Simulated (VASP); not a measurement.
Input of a VASP 6.6.1 run:

INCAR

```
SYSTEM = GePt
ALGO     = Normal         ! electronic algorithm
EDIFF    = 1E-6           ! SCF threshold, eV
ENCUT    = 500            ! plane-wave cutoff, eV
GGA      = PE             ! functional
GGA_COMPAT= .False.      
ISIF     = 2              ! what is computed and relaxed
ISMEAR   = 0              ! smearing method
LASPH    = .True.         ! aspherical terms in the spheres
LCHARG   = .True.         ! write CHGCAR
LELF     = .True.         ! ELF
LREAL    = .False.        ! projectors in reciprocal space
LVHAR    = .True.       
LWAVE    = .False.        ! write WAVECAR
NBANDS   = 23             ! bands
NELM     = 120            ! most SCF steps
PREC     = Accurate       ! precision mode
SIGMA    = 0.1            ! smearing width, eV
```

Contents of KPOINTS:

```
k-points
0
Gamma
  6 6 4
  0 0 0
```

The input POSCAR:

```
GePt
1.0
    2.7920621897      0.0000000000      0.0000000000
   -1.3960310948      2.4179967852      0.0000000000
    0.0000000000      0.0000000000      5.0860580491
Ge Pt
1 1
Direct
    0.0000000000      0.0000000000      0.0000000000
    0.0000000000      0.0000000000      0.5000000000
```

Potentials or basis: VASP PAW PBE potentials, release 64 (Ge_d, Pt_sv_GW).

Command:

```sh
$ cat potpaw_PBE.64/Ge_d/POTCAR potpaw_PBE.64/Pt_sv_GW/POTCAR > POTCAR
$ mpirun -np 1 vasp_std > vasp.out
```

Q: Predict the band gap on the k mesh.

A: Zero (band 16 reaches 8.64 eV, above the bottom of band 17 at 6.98 eV).

Q: Predict the pressure.

A: -1.3 GPa.

Stress tensor (GPa, compression positive):
```
-1.51  0.00  0.00
 0.00 -1.51  0.00
 0.00  0.00 -0.97
```

Caveat: the k points lie up to 0.43 Å⁻¹ apart; spin-orbit coupling is left out, which moves the levels of the heavy elements.
